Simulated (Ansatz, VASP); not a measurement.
**Two plane-wave programs on MnBr3**

```
Mn Br
1.0
     4.69067    0.00000    0.00000
     0.00000    4.69067    0.00000
     0.00000    0.00000    4.69067
Mn Br
1 3
Cartesian
  0.0000 0.0000 0.0000
  0.0000 2.3453 2.3453
  2.3453 2.3453 0.0000
  2.3453 0.0000 2.3453
```

Change from the starting cell: species swapped into the MnPt3 type (Pm-3m, No. 221).

Alike in both runs: functional PBE; k mesh 10 × 10 × 10; occupations gaussian, width 0.1 eV; collinear spin.

Ansatz relaxed the structure, and its values are those at the end. VASP's run is a single point on that final structure, the one shown.

|  | VASP | Ansatz |
| --- | --- | --- |
| version | VASP 6.6.1 | Ansatz 0.2.0 |
| potentials or method | VASP PAW PBE potentials, release 64 (Mn_pv, Br), cutoff 520 eV | scalar-relativistic, plane waves, PAW |
| valence electrons in the cell | 34 | 36 |

VASP gave:

```
gap on the k mesh at the Fermi level (eV)                     : none
pressure (GPa)                                                : 0.0
net moment per atom (μB)                                      : 1.02
size of the moment on the site where the two differ most (μB) : 4.53
```

Q: What did Ansatz give for the same quantities?

A: gap on the k mesh at the Fermi level (eV): none; pressure (GPa): 0.0; net moment per atom (μB): 1.02; size of the moment on the site where the two differ most (μB): 4.74.

Site moments also hang on the region over which each program counts them. A gap of «none» marks a metal or a gap that the smearing closes. VASP's potentials hold 34 valence electrons a cell and Ansatz's 36, so a difference there can come from the potentials and not from the codes. Ansatz's warnings: given moment on shells.
